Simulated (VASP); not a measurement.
ZnSe: single point with LDA

The system is ZnSe.

```
CELL_PARAMETERS angstrom
0.00000 2.56724 2.89854
2.89854 0.00000 2.89854
2.89854 2.56724 0.00000
ATOMIC_POSITIONS crystal
Zn 0.00000 0.00000 0.00000
Se 0.75000 0.75000 0.75000
```

```
Program             : VASP 6.6.1
Task                : single point
Functional          : LDA
Potentials or basis : VASP PAW LDA potentials, release 64 (Zn, Se)
Cutoff              : 520 eV
k mesh              : 10 × 10 × 10
Occupations         : gaussian, width 0.05 eV
Spin                : no spin polarisation
```

- Pressure: 0.0 GPa
- Band gap on the k mesh: 1.01 eV

Stress tensor (GPa, compression positive):
```
-1.20  0.00  0.00
 0.00  2.43  0.00
 0.00  0.00 -1.20
```

Levels at points of the mesh, in eV from the valence-band top:
| k point | band 5 | band 6 | band 7 | band 8 | band 9 | band 10 | band 11 | band 12 | band 13 | band 14 |
| --- | --- | --- | --- | --- | --- | --- | --- | --- | --- | --- |
| (0.00, 0.00, 0.00) | -6.72 | -6.69 | -0.37 | -0.37 | 0.00 | 1.01 | 5.52 | 5.58 | 5.58 | 9.66 |
| (0.50, 0.00, 0.00) | -6.66 | -6.53 | -5.81 | -1.51 | -0.85 | 2.07 | 5.58 | 6.80 | 8.40 | 10.56 |
| (0.50, 0.50, 0.00) | -6.67 | -6.56 | -5.49 | -2.45 | -2.22 | 2.69 | 3.54 | 10.13 | 10.28 | 11.25 |
| (0.50, 0.00, 0.50) | -6.63 | -6.39 | -4.77 | -3.05 | -3.05 | 2.15 | 2.31 | 11.13 | 11.13 | 11.38 |

It took 2.1 min on 1 thread of Intel Xeon 8259CL, on a shared host, peak memory 0.2 GiB.

Expect the measured gap to be larger: semilocal functionals such as LDA lack the derivative discontinuity.
